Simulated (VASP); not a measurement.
Here is a VASP 6.6.1 calculation.

Contents of INCAR:

```
SYSTEM = MoS2
PREC = Accurate
ENCUT = 520
EDIFF = 1E-7
ISMEAR = -1
SIGMA = 0.05
LREAL = .False.
LASPH = .True.
NELM = 60
ALGO = Normal
ISIF = 2
LWAVE = .False.
LCHARG = .False.
GGA = PE
NBANDS = 20
```

KPOINTS

```
Automatic mesh
0
Gamma
  10 10 10
  0 0 0
```

File POSCAR:

```
MoS2
1.0
    1.5693956536      0.9060910031      6.1087235885
   -1.5693956536      0.9060910031      6.1087235885
    0.0000000000     -1.8121820061      6.1087235885
Mo S
1 2
Direct
    0.0000000000      0.0000000000      0.0000000000
    0.4170000000      0.4170000000      0.4170000000
    0.2500000000      0.2500000000      0.2500000000
```

Potentials or basis: VASP PAW PBE potentials, release 64 (Mo_sv, S).

Command:

```sh
$ cat potpaw_PBE.64/Mo_sv/POTCAR potpaw_PBE.64/S/POTCAR > POTCAR
$ mpirun -np 1 vasp_std > vasp.out
```

Q: What does it give for the largest force?

A: 0.863 eV/Å.

Q: What does it give for the pressure?

A: 8.7 GPa.

Q: Estimate the band gap on the k mesh.

A: 0.95 eV, indirect (least direct gap 2.02 eV).

Forces on the atoms (eV/Å):
```
Mo   0.000  0.000  0.090
S    0.000  0.000  0.772
S    0.000  0.000 -0.863
```

A k mesh can miss the band edges. Expect the measured gap to be larger: semilocal functionals such as PBE lack the derivative discontinuity.
